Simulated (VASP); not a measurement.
Wanted: the native input for a VASP 6.6.1 run.

* Task: single point
* Functional: r2SCAN
* Potentials or basis: VASP PAW PBE potentials, release 64 (Ti_sv, O)
* Cutoff: 520 eV
* k mesh: 5 × 5 × 4
* Occupations: fermi-dirac, width 0.05 eV
* Spin: no spin polarisation
* Dipole correction: no
* Further INCAR settings: ALGO = Normal; EDIFF = 1e-06; NBANDS = 46

TiO2:

```
Ti O
1.0
     5.58222    0.00000    0.00000
    -2.79111    4.83435    0.00000
     0.00000    0.00000    6.08247
Ti O
3 6
Direct
  0.46694 0.00000 0.33333
  0.00000 0.46694 0.66667
  0.53306 0.53306 0.00000
  0.58107 0.85143 0.12066
  0.72963 0.14857 0.54600
  0.27037 0.41893 0.78733
  0.85143 0.58107 0.87934
  0.14857 0.72963 0.45400
  0.41893 0.27037 0.21267
```

The input as run:

POSCAR

```
TiO2
1.0
    5.5822227355      0.0000000000      0.0000000000
   -2.7911113678      4.8343466985      0.0000000000
    0.0000000000      0.0000000000      6.0824678800
Ti O
3 6
Direct
    0.4669367500      0.0000000000      0.3333333333
    0.0000000000      0.4669367500      0.6666666667
    0.5330632500      0.5330632500      0.0000000000
    0.5810657200      0.8514331800      0.1206639333
    0.7296325400      0.1485668200      0.5460027333
    0.2703674600      0.4189342800      0.7873306000
    0.8514331800      0.5810657200      0.8793360667
    0.1485668200      0.7296325400      0.4539972667
    0.4189342800      0.2703674600      0.2126694000
```

INCAR.step1

```
SYSTEM = TiO2
ALGO = Normal
EDIFF = 1E-4
ENCUT = 520
GGA = PE
ISMEAR = -1
LASPH = .True.
LCHARG = .False.
LREAL = .False.
LWAVE = .True.
NBANDS = 46
NELM = 60
PREC = Accurate
SIGMA = 0.05
```

INCAR.step2

```
SYSTEM = TiO2
ALGO = Normal
EDIFF = 1E-6
ENCUT = 520
ISIF = 2
ISMEAR = -1
ISTART = 1
LASPH = .True.
LCHARG = .False.
LMIXTAU = .True.
LREAL = .False.
LWAVE = .False.
METAGGA = R2SCAN
NBANDS = 46
NELM = 60
PREC = Accurate
SIGMA = 0.05
```

KPOINTS

```
k-points
0
Gamma
  5 5 4
  0 0 0
```

Potentials or basis: VASP PAW PBE potentials, release 64 (Ti_sv, O).

Command:

```console
$ cat potpaw_PBE.64/Ti_sv/POTCAR potpaw_PBE.64/O/POTCAR > POTCAR
$ cp INCAR.step1 INCAR
$ mpirun -np 1 vasp_std > vasp.out
$ cp INCAR.step2 INCAR
$ mpirun -np 1 vasp_std > vasp.out
```

Results of the run:

```
Pressure               : -0.3 GPa
Largest force          : 0.019 eV/Å
Band gap on the k mesh : 4.01 eV
```

Caveat: the PAW data sets were made with another functional, which shifts forces and pressure a little; an odd mesh through Γ misses points on the zone boundary, where band edges can lie.

Run time: 6.2 min on 1 thread of Intel(R) Xeon(R) 6975P-C (Granite Rapids), on a shared host, peak memory 0.35 GiB.
